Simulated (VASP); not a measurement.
A run of VASP 6.6.1 is set up as follows.

Contents of INCAR:

```
SYSTEM = Tl
PREC = Accurate
ENCUT = 400
EDIFF = 1E-8
ISMEAR = -1
SIGMA = 0.05
LREAL = .False.
LASPH = .True.
NELM = 120
ALGO = Normal
ISIF = 2
LWAVE = .False.
LCHARG = .False.
GGA = CA
LEFG = .True.
NBANDS = 20
GGA_COMPAT = .False.
```

KPOINTS

```
Automatic mesh
0
Gamma
  11 11 6
  0 0 0
```

The input POSCAR:

```
Tl
1.0
    3.4559983565      0.0345599836      0.0345599836
   -1.6980693546      2.9757023804      0.0126498319
    0.0552500000      0.0552500000      5.5250000000
Tl
2
Direct
    0.3333333333      0.6666666667      0.2500000000
    0.6666666667      0.3333333333      0.7500000000
```

Potentials or basis: VASP PAW LDA potentials, release 64 (Tl_d).

The run is started by

```sh
$ cat potpaw_LDA.64/Tl_d/POTCAR > POTCAR
$ mpirun -np 1 vasp_std > vasp.out
```

Problem. What does it give for the largest force?

Solution. 0.015 eV/Å.

Problem. Predict the pressure.

Solution. -1.8 GPa.

Problem. What does it give for the band gap on the k mesh?

Solution. Zero (bands 13 and 14 overlap by 5.61 eV).

Forces in eV/Å, atoms in the order of the input:
```
Tl  -0.015 -0.001  0.001
Tl   0.015  0.001 -0.001
```

Caveat: the cell differs from its parent crystal (equal xy, yz and zx shear strains of +2 %); without QUAD_EFG the Cq values of the log hold for a quadrupole moment of 1 mb, not for the nuclei; spin-orbit coupling is left out, which moves the levels of the heavy elements.
